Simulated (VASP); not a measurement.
# Ru (P6_3/mmc) in VASP: a series of runs

Runs on Ru. Level: PBE+D3(BJ). Tasks: single point, relaxation of cell and atoms.

Everything below comes from runs of VASP 6.6.1. Logs are shortened: lines on timing, memory, paths and dates and some standing lists are left out, and cuts for length are marked.

## (1) The cell of the first run

Symmetry: P6_3/mmc, No. 194, hexagonal system. Conventional cell: a = 2.698 Å, b = 2.698 Å, c = 4.266 Å, α = 90.00°, β = 90.00°, γ = 120.00°. Within 3.5 Å of Ru (site symmetry -6m2) lie 12 Ru at 2.64 to 2.70 Å.

## (2) Single point, PBE+D3(BJ)

File INCAR:

```
SYSTEM = Ru
ALGO     = Normal         ! electronic algorithm
EDIFF    = 1E-6           ! SCF threshold, eV
ENCUT    = 520            ! plane-wave cutoff, eV
GGA      = PE             ! functional
ISIF     = 2              ! what is computed and relaxed
ISMEAR   = 0              ! smearing method
IVDW     = 12             ! dispersion correction
LASPH    = .TRUE.         ! aspherical terms in the spheres
LCHARG   = .FALSE.        ! write CHGCAR
LREAL    = .FALSE.        ! projectors in reciprocal space
LWAVE    = .FALSE.        ! write WAVECAR
NBANDS   = 21             ! bands
NELM     = 60             ! most SCF steps
PREC     = Accurate       ! precision mode
SIGMA    = 0.1            ! smearing width, eV
```

File KPOINTS:

```
k-points
0
G
  18 18 10
  0 0 0
```

File POSCAR:

```
Ru
1.0
    2.6975289514      0.0000000000      0.0000000000
   -1.3487644757      2.3361285994      0.0000000000
    0.0000000000      0.0000000000      4.2657007473
Ru
2
Direct
    0.3333333333      0.6666666667      0.2500000000
    0.6666666667      0.3333333333      0.7500000000
```

Potentials or basis: VASP PAW PBE potentials, release 64 (Ru_pv).

On the command line:

```
$ cat potpaw_PBE.64/Ru_pv/POTCAR > POTCAR
$ mpirun -np 1 vasp_std > vasp.out
```

OUTCAR:

```text
SYSTEM = Ru
   EDIFF = 1E-6
   ENCUT = 520
   GGA = PE
   ISIF = 2
   ISMEAR = 0
   IVDW = 12
   LASPH = .TRUE.
   LREAL = .FALSE.
   NELM = 60
   PREC = Accurate
 IVDW          = 12

 ion  position               nearest neighbor table
   1  0.333  0.667  0.250-   2 2.64   2 2.64   2 2.64   2 2.64   2 2.64   2 2.64
   2  0.667  0.333  0.750-   1 2.64   1 2.64   1 2.64   1 2.64   1 2.64   1 2.64

  LATTYP: Found a hexagonal cell.
 ALAT       =     2.6975289514
 C/A-ratio  =     1.5813364098

  Lattice vectors:

 A1 = (   2.6975289514,   0.0000000000,   0.0000000000)
 A2 = (  -1.3487644757,   2.3361285994,   0.0000000000)
 A3 = (   0.0000000000,   0.0000000000,   4.2657007473)

Analysis of symmetry for initial positions (statically):
=====================================================================
 Subroutine PRICEL returns:
 Original cell was already a primitive cell.

 Routine SETGRP: Setting up the symmetry group for a
 hexagonal supercell.

 Subroutine GETGRP returns: Found 24 space group operations
 (whereof 12 operations were pure point group operations)
 out of a pool of 24 trial point group operations.

The static configuration has the point symmetry D_3d.
 The point group associated with its full space group is D_6h.

Analysis of symmetry for dynamics (positions and initial velocities):
=====================================================================
 Subroutine PRICEL returns:
 Original cell was already a primitive cell.

 Routine SETGRP: Setting up the symmetry group for a
 hexagonal supercell.

 Subroutine GETGRP returns: Found 24 space group operations
 (whereof 12 operations were pure point group operations)
 out of a pool of 24 trial point group operations.

The dynamic configuration has the point symmetry D_3d.
 The point group associated with its full space group is D_6h.

 Subroutine INISYM returns: Found 24 space group operations
 (whereof 12 operations are pure point group operations),
 and found     1 'primitive' translations

----------------------------------------------------------------------------------------

                                     Primitive cell

  volume of cell :      26.8815

  direct lattice vectors                    reciprocal lattice vectors
     2.697528951  0.000000000  0.000000000     0.370709645  0.214029313  0.000000000
    -1.348764476  2.336128599  0.000000000     0.000000000  0.428058627  0.000000000
     0.000000000  0.000000000  4.265700747     0.000000000  0.000000000  0.234428072

  length of vectors
     2.697528951  2.697528951  4.265700747     0.428058627  0.428058627  0.234428072

  position of ions in fractional coordinates (direct lattice)
     0.333333333  0.666666667  0.250000000
     0.666666667  0.333333333  0.750000000

  ion indices of the primitive-cell ions
   primitive index   ion index
                 1           1
                 2           2

----------------------------------------------------------------------------------------

 KPOINTS: k-points

Automatic generation of k-mesh.
 Grid dimensions read from file:
 generate k-points for:   18   18   10

 Generating k-lattice:

  Cartesian coordinates                     Fractional coordinates (reciprocal lattice)
     0.020594980  0.011890517  0.000000000     0.055555556  0.000000000  0.000000000
     0.000000000  0.023781035  0.000000000     0.000000000  0.055555556  0.000000000
     0.000000000  0.000000000  0.023442807     0.000000000  0.000000000  0.100000000

  Length of vectors
     0.023781035  0.023781035  0.023442807

  Shift w.r.t. Gamma in fractional coordinates (k-lattice)
     0.000000000  0.000000000  0.000000000

 Subroutine IBZKPT returns following result:
 ===========================================

 Found    222 irreducible k-points:

 Following reciprocal coordinates:
            Coordinates               Weight
  0.000000  0.000000  0.000000      1.000000
  0.055556 -0.000000  0.000000      6.000000
  0.111111 -0.000000  0.000000      6.000000
  0.166667 -0.000000  0.000000      6.000000
  0.222222 -0.000000  0.000000      6.000000
  0.277778 -0.000000  0.000000      6.000000
[... 16 lines left out ...]
  0.333333  0.111111  0.000000     12.000000
  0.388889  0.111111  0.000000     12.000000
 [... further k-points ...]
   k-points           NKPTS =    222   k-points in BZ     NKDIM =    222   number of bands    NBANDS=     21
   number of dos      NEDOS =    301   number of ions     NIONS =      2
   total plane-waves  NPLWV =  12800
   dimension x,y,z NGX =    20 NGY =   20 NGZ =   32
   dimension x,y,z NGXF=    40 NGYF=   40 NGZF=   64
   ions per type =               2
   NGX,Y,Z   is equivalent  to a cutoff of  12.33, 12.33, 12.47 a.u.
   NGXF,Y,Z  is equivalent  to a cutoff of  24.65, 24.65, 24.94 a.u.
 SYSTEM =  Ru
   PREC   = accura    normal or accurate (medium, high low for compatibility)
   ISTART =      0    job   : 0-new  1-cont  2-samecut
   ICHARG =      2    charge: 1-file 2-atom 10-const
   ISPIN  =      1    spin polarized calculation?
   LNONCOLLINEAR =      F non collinear calculations
   LSORBIT =      F    spin-orbit coupling
   LASPH  =      T    aspherical Exc in radial PAW
   ENCUT  =  520.0 eV  38.22 Ry    6.18 a.u.   5.02  5.02  7.93*2*pi/ulx,y,z
   NELM   =     60;   NELMIN=  2; NELMDL= -5     # of ELM steps
   EDIFF  = 0.1E-05   stopping-criterion for ELM
   LREAL  =      F    real-space projection
   EDIFFG = 0.1E-04   stopping-criterion for IOM
   NSW    =      0    number of steps for IOM
   IBRION =     -1    ionic relax: 0-MD 1-quasi-New 2-CG
   NFREE  =      0    steps in history (QN), initial steepest desc. (CG)
   ISIF   =      2    stress and relaxation
   ISYM   =      2    0-nonsym 1-usesym 2-fastsym
   POTIM  = 0.5000    time-step for ionic-motion
   TEBEG  =    0.0;   TEEND  =   0.0 temperature during run
   PSTRESS=    0.0 pullay stress
   NELECT =      28.0000    total number of electrons
   NUPDOWN=      -1.0000    fix difference up-down
   EMIN   =  10.00;   EMAX   =-10.00  energy-range for DOS
   EFERMI =   0.00;   METHOD = LEGACY
   ISMEAR =     0;   SIGMA  =   0.10  broadening in eV -4-tet -1-fermi 0-gaus
   EFERMI_NEDOS =   21; number of points for ismear=-14 and -15
   IALGO  =     38    algorithm
   IMIX   =      4    mixing-type and parameters
     AMIX     =   0.40;   BMIX     =  1.00
     AMIX_MAG =   1.60;   BMIX_MAG =  1.00
  volume/ion in A,a.u.               =      13.44        90.70
  Fermi-wavevector in a.u.,A,eV,Ry     =   1.659497  3.135994 37.469489  2.753930
  Thomas-Fermi vector in A             =   2.746895
   LORBIT       =      0    0 simple, 1 ext, 2 COOP (PROOUT), +10 PAW based schemes
   GGA     = PE    functional components
   LHFCALC =     F    Hartree Fock is set to
   AEXX    =    0.0000 exact exchange contribution
   IVDW    =    12    specifies the selected vdW correction
   LEPSILON=     F    determine dielectric tensor
   LRPA    =     F    only Hartree local field effects (RPA)
 non-spin polarized calculation
 Gauss-broadening in eV      SIGMA  =   0.10
  energy-cutoff  :      520.00
  volume of cell :       26.88
 maximum number of plane-waves:       744
 NGX is ok and might be reduce to    20
   NGX =  9   NGY =  9   NGZ = 15

 number of electron      28.0000003 magnetization

 Free energy of the ion-electron system (eV)
  ---------------------------------------------------
  ext. energy  EPLUGINS =         0.00000000
  ---------------------------------------------------
  free energy    TOTEN  =       -18.45609626 eV

  energy without entropy =      -18.44711102  energy(sigma->0) =      -18.45160364

 E-fermi :  13.0191     XC(G=0): -14.1821

 val. band max:       13.0176658101   @ k =   0.1667   0.1111   0.3000
 cond. band min:      13.0297609323   @ k =   0.4444   0.1111   0.5000
 fundamental gap:      0.0120951222
 Fermi energy:        13.0190886520

 k-point     1 :       0.0000    0.0000    0.0000
  band No.  band energies     occupation
      1     -30.6623      2.00000
      2     -29.6967      2.00000
      3     -29.6967      2.00000
      4     -29.5205      2.00000
      5     -29.5205      2.00000
      6     -29.4786      2.00000
[... 13 lines left out ...]
     20      23.4374      0.00000
     21      23.5247      0.00000

 k-point     2 :       0.0556   -0.0000    0.0000
  band No.  band energies     occupation
      1     -30.6514      2.00000
      2     -29.7200      2.00000
      3     -29.7046      2.00000
      4     -29.5449      2.00000
      5     -29.5237      2.00000
      6     -29.4836      2.00000
[... 13 lines left out ...]
     20      23.4374      0.00000
     21      23.5137      0.00000

 k-point     3 :       0.1111   -0.0000    0.0000
  band No.  band energies     occupation
      1     -30.6193      2.00000
      2     -29.7870      2.00000
      3     -29.7270      2.00000
      4     -29.6143      2.00000
      5     -29.5330      2.00000
      6     -29.4988      2.00000
[... 13 lines left out ...]
     20      23.4373      0.00000
     21      23.4859      0.00000

 k-point     4 :       0.1667   -0.0000    0.0000
  band No.  band energies     occupation
      1     -30.5680      2.00000
      2     -29.8898      2.00000
      3     -29.7603      2.00000
      4     -29.7189      2.00000
      5     -29.5481      2.00000
      6     -29.5242      2.00000
[... 13 lines left out ...]
     20      23.4373      0.00000
     21      23.4619      0.00000

 k-point     5 :       0.2222   -0.0000    0.0000
  band No.  band energies     occupation
      1     -30.5006      2.00000
      2     -30.0158      2.00000
      3     -29.8439      2.00000
      4     -29.8001      2.00000
      5     -29.5676      2.00000
      6     -29.5597      2.00000
[... 13 lines left out ...]
     20      23.4373      0.00000
     21      23.4504      0.00000
[... 382 lines left out ...]
     20      23.4371      0.00000
     21      23.4465      0.00000

 k-point    22 :       0.2778    0.1111    0.0000
  band No.  band energies     occupation
      1     -30.3127      2.00000
      2     -30.2618      2.00000
      3     -30.1231      2.00000
      4     -29.8936      2.00000
      5     -29.6729      2.00000
      6     -29.6627      2.00000
[... 13 lines left out ...]
     20      23.4367      0.00000
     21      23.4404      0.00000

 k-point    23 :       0.3333    0.1111    0.0000
  band No.  band energies     occupation
      1     -30.3575      2.00000
      2     -30.2316      2.00000
      3     -30.1878      2.00000
      4     -29.9421      2.00000
      5     -29.7293      2.00000
      6     -29.6845      2.00000
[... 13 lines left out ...]
     20      23.4370      0.00000
     21      23.9512      0.00000

 k-point    24 :       0.3889    0.1111    0.0000
  band No.  band energies     occupation
      1     -30.4198      2.00000
      2     -30.2299      2.00000
      3     -30.1659      2.00000
      4     -29.9733      2.00000
      5     -29.7788      2.00000
      6     -29.6987      2.00000
[... 13 lines left out ...]
     20      23.4366      0.00000
     21      24.2932      0.00000

 [... further k-points ...]

------------------------ aborting loop because EDIFF is reached ----------------------------------------

 Edisp (eV)   -1.26135

 E8    (eV) :    -0.5755

  FORCE on cell =-STRESS in cart. coord.  units (eV):
  Direction    XX          YY          ZZ          XY          YZ          ZX
  --------------------------------------------------------------------------------------
  -------------------------------------------------------------------------------------
  Total      -0.00672    -0.00672    -0.00323    -0.00000    -0.00000     0.00000
  in kB      -0.40044    -0.40044    -0.19264    -0.00000    -0.00000     0.00000
  external pressure =       -0.33 kB  Pullay stress =        0.00 kB

 VOLUME and BASIS-vectors are now :
 -----------------------------------------------------------------------------
  energy-cutoff  :      520.00
  volume of cell :       26.88
      direct lattice vectors                 reciprocal lattice vectors
     2.697528951  0.000000000  0.000000000     0.370709645  0.214029313  0.000000000
    -1.348764476  2.336128599  0.000000000     0.000000000  0.428058627  0.000000000
     0.000000000  0.000000000  4.265700747     0.000000000  0.000000000  0.234428072

 POSITION                                       TOTAL-FORCE (eV/Angst)
 -----------------------------------------------------------------------------------
     -0.00000      1.55742      1.06643         0.000000      0.000000      0.000000
      1.34876      0.77871      3.19928        -0.000000     -0.000000      0.000000
 -----------------------------------------------------------------------------------
    total drift:                               -0.000000      0.000000     -0.000000

  FREE ENERGIE OF THE ION-ELECTRON SYSTEM (eV)
  ---------------------------------------------------
  free  energy   TOTEN  =       -19.7174450800 eV

  energy  without entropy=      -19.7084598337  energy(sigma->0) =      -19.71295246
```

Wall time 2 min (1 thread of Intel Xeon 8259CL, shared host); peak memory 0.22 GiB.

What came out:

| Quantity | Value |
| --- | --- |
| Free energy | -19.7174 eV |
| Pressure | 0.0 GPa |
| Band gap on the k mesh | zero (bands 14 and 15 overlap by 3.18 eV) |
| Dispersion energy per atom | -0.631 eV |

## (3) Relaxation of cell and atoms, PBE+D3(BJ)

This run uses another cell than the first one, of 13.77 Å³/atom.

File INCAR:

```
PREC = Accurate ; ENCUT = 600
EDIFF = 1E-7 ; ISMEAR = 0
SIGMA = 0.1 ; LREAL = False
LASPH = True ; NELM = 100
ALGO = Fast ; ISIF = 3
LWAVE = False ; LCHARG = False
GGA = PE ; IVDW = 12
IBRION = 2 ; NSW = 70
EDIFFG = -0.005
```

File KPOINTS:

```
Automatic mesh
0
Gamma
  18 18 10
```

File POSCAR:

```
Ru
1.0
    2.7200250912      0.0000000000      0.0000000000
   -1.3600125456      2.3556108279      0.0000000000
    0.0000000000      0.0000000000      4.2967694967
Ru
2
Direct
    0.3333333333      0.6666666667      0.2500000000
    0.6666666667      0.3333333333      0.7500000000
```

Potentials or basis: VASP PAW PBE potentials, release 64 (Ru_pv).

On the command line:

```
$ cat potpaw_PBE.64/Ru_pv/POTCAR > POTCAR
$ mpirun -np 1 vasp_std > vasp.out
```

Wall time 14 min (1 thread of Intel Xeon 8259CL, shared host); peak memory 0.27 GiB.

It converged, with:

```yaml
Free_energy: -19.7184 eV
Relaxed_volume: 13.44 Å³/atom
Relaxed_cell: a = 2.697 Å, b = 2.697 Å, c = 4.266 Å, α = 90.00°, β = 90.00°, γ = 120.00°
Space_group_after_relaxing_to_0.1_Å: P6_3/mmc (No. 194)
Energy_gained_by_relaxing: 8.0 meV/atom
Ionic_steps: 9
Pressure_after_relaxing: 0.0 GPa
Band_gap_on_the_k_mesh: zero (bands 14 and 15 overlap by 3.18 eV)
Dispersion_energy_per_atom: -0.631 eV
```

Step by step:
| step | energy change (eV) | largest force (eV/Å) | pressure (GPa) | volume (Å³) |
| --- | --- | --- | --- | --- |
| 1 | 0.0000 | 0.0000 | -7.61 | 27.53 |
| 2 | 0.1411 | 0.0000 | 28.85 | 25.01 |
| 3 | -0.0159 | 0.0000 | -0.24 | 26.90 |
| 4 | -0.0159 | 0.0000 | -0.01 | 26.88 |
| 5 | -0.0159 | 0.0000 | 0.13 | 26.87 |
| 6 | -0.0159 | 0.0000 | -0.35 | 26.90 |
| 7 | -0.0159 | 0.0000 | -0.09 | 26.88 |
| 8 | -0.0159 | 0.0000 | 0.14 | 26.87 |
| 9 | -0.0159 | 0.0000 | 0.02 | 26.88 |

Final structure:
```yaml
crystal:
  lattice:
    - [2.69726, 0.00000, 0.00000]
    - [-1.34863, 2.33590, 0.00000]
    - [0.00000, 0.00000, 4.26559]
  atoms:
    - { symbol: Ru, position: [0.33333, 0.66667, 0.25000] }
    - { symbol: Ru, position: [0.66667, 0.33333, 0.75000] }
```

Levels at points of the mesh, in eV from the Fermi level:
```
           k point  band 11  band 12  band 13  band 14  band 15  band 16  band 17  band 18
(0.00, 0.00, 0.00)    -2.44    -1.93    -1.93    -1.41    -1.41     1.21     1.21     1.32
(0.50, 0.00, 0.00)    -2.09    -1.80    -1.53     1.46     1.88     1.96     4.13     6.21
(0.00, 0.00, 0.50)    -2.80    -2.80    -2.73    -2.73     0.56     0.56     0.56     0.56
(0.50, 0.00, 0.50)    -1.07    -1.07     0.46     0.46     1.71     1.71     3.44     3.44
```
